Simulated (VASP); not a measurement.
Input of a VASP 6.6.1 run:

INCAR

```
PREC     = Accurate       # precision mode
ENCUT    = 500            # plane-wave cutoff, eV
EDIFF    = 1E-6           # SCF threshold, eV
ISMEAR   = -1             # smearing method
SIGMA    = 0.05           # smearing width, eV
LREAL    = F              # projectors in reciprocal space
LASPH    = T              # aspherical terms in the spheres
NELM     = 120            # most SCF steps
ALGO     = Normal         # electronic algorithm
ISIF     = 2              # what is computed and relaxed
LWAVE    = F              # write WAVECAR
LCHARG   = F              # write CHGCAR
GGA      = CA             # functional
NBANDS   = 12             # bands
GGA_COMPAT= F
```

File KPOINTS:

```
Automatic mesh
0
Gamma
  18 18 18
```

Contents of POSCAR:

```
Au
1.0
    0.0000000000      2.0241690384      2.0241690384
    2.0241690384      0.0000000000      2.0241690384
    2.0241690384      2.0241690384      0.0000000000
Au
1
Direct
    0.0000000000      0.0000000000      0.0000000000
```

Potentials or basis: VASP PAW LDA potentials, release 64 (Au).

Run with:

```console
$ cat potpaw_LDA.64/Au/POTCAR > POTCAR
$ mpirun -np 1 vasp_std > vasp.out
```

(1) Estimate the pressure.

(2) Predict the band gap on the k mesh.

Answers

(1) 0.5 GPa.

(2) zero (an odd number of electrons rules out a gap without spin polarisation).

Caveat: spin-orbit coupling is left out, which moves the levels of the heavy elements.
